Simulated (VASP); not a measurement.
Write the native input for VASP 6.6.1 that does the following.

* Task: single point
* Functional: PBE
* Potentials or basis: VASP PAW PBE potentials, release 64 (Ta_pv, Bi_d, O)
* Cutoff: 520 eV
* k mesh: 4 × 4 × 2
* Occupations: gaussian, width 0.15 eV
* Spin: no spin polarisation
* Dipole correction: no
* Further INCAR settings: ALGO = Normal; EDIFF = 1e-07; NBANDS = 37

The structure of Ta2Bi2O lies in POSCAR:

```
Ta2Bi2O
1.0
    3.4353482747      0.0000000026      0.0000000000
   -1.7176741396      2.9750988754      0.0000000000
    0.0000000000      0.0000000000     10.7579879885
Ta Bi O
2 2 1
Direct
    0.3333333333      0.6666666667      0.4082475949
    0.6666666667      0.3333333333      0.5917524051
    0.0000000000      0.0000000000      0.1851424706
    0.0000000000      0.0000000000      0.8148575294
    0.0000000000      0.0000000000      0.5000000000
```

The cell was generated, and may not be a known phase.

The input as run:

INCAR

```
PREC = Accurate
ENCUT = 520
EDIFF = 1E-7
ISMEAR = 0
SIGMA = 0.15
LREAL = F
LASPH = T
NELM = 80
ALGO = Normal
ISIF = 2
LWAVE = F
LCHARG = T
GGA = PE
LELF = T
LVHAR = T
NBANDS = 37
```

KPOINTS

```
regular mesh
0
Gamma
  4 4 2
```

Potentials or basis: VASP PAW PBE potentials, release 64 (Ta_pv, Bi_d, O).

Run with:

```bash
$ cat potpaw_PBE.64/Ta_pv/POTCAR potpaw_PBE.64/Bi_d/POTCAR potpaw_PBE.64/O/POTCAR > POTCAR
$ mpirun -np 1 vasp_std > vasp.out
```

Results of the run:

- Pressure: 0.1 GPa
- Largest force: 0.060 eV/Å
- Band gap on the k mesh: zero (bands 29 and 30 overlap by 1.93 eV)

Caveat: the k points lie up to 0.53 Å⁻¹ apart, too coarse for converged energies and pressures of a metal; spin-orbit coupling is left out, which moves the levels of the heavy elements.

Run time: 38 s on 1 thread of Intel(R) Xeon(R) Platinum 8488C (Sapphire Rapids), on a shared host, peak memory 0.25 GiB.
